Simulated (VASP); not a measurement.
## WS2: single point with PBE

The system is WS2.

```
W S
1.0
     3.18782    0.00000    0.00000
    -1.59391    2.76074    0.00000
     0.00000    0.00000   14.79375
W S
2 4
Direct
  0.66667 0.33333 0.75000
  0.33333 0.66667 0.25000
  0.33333 0.66667 0.85619
  0.66667 0.33333 0.35619
  0.33333 0.66667 0.64381
  0.66667 0.33333 0.14381
```

* Program: VASP 6.6.1
* Task: single point
* Functional: PBE
* Potentials or basis: VASP PAW PBE potentials, release 64 (W_sv, S)
* Cutoff: 520 eV
* k mesh: 12 × 12 × 2
* Occupations: gaussian, width 0.02 eV
* Spin: no spin polarisation

```
Pressure               : 0.0 GPa
Largest force          : 0.006 eV/Å
Band gap on the k mesh : 1.63 eV, indirect (least direct gap 1.80 eV)
```

Forces in eV/Å, atoms in the order of the input:
```
W    0.000  0.000  0.000
W    0.000  0.000  0.000
S    0.000  0.000  0.006
S    0.000  0.000  0.006
S    0.000  0.000 -0.006
S    0.000  0.000 -0.006
```

Levels at points of the mesh, in eV from the valence-band top:
| k point | band 24 | band 25 | band 26 | band 27 | band 28 | band 29 |
| --- | --- | --- | --- | --- | --- | --- |
| (0.00, 0.00, 0.00) | -1.79 | -0.42 | 0.00 | 2.69 | 2.69 | 2.69 |
| (0.50, 0.00, 0.00) | -1.45 | -1.11 | -1.10 | 2.65 | 2.66 | 3.07 |
| (0.00, 0.00, 0.50) | -1.80 | -0.18 | -0.18 | 2.69 | 2.69 | 2.69 |
| (0.50, 0.00, 0.50) | -1.46 | -1.11 | -1.11 | 2.65 | 2.65 | 3.10 |

It took 81 s on 1 thread of Intel(R) Xeon(R) 6975P-C (Granite Rapids) (shared host), peak memory 0.31 GiB.

Caveat: spin-orbit coupling is left out, which moves the levels of the heavy elements; this functional lacks dispersion, which binds the layers, so the pressure and a relaxed spacing across them are unreliable. A k mesh can miss the band edges.
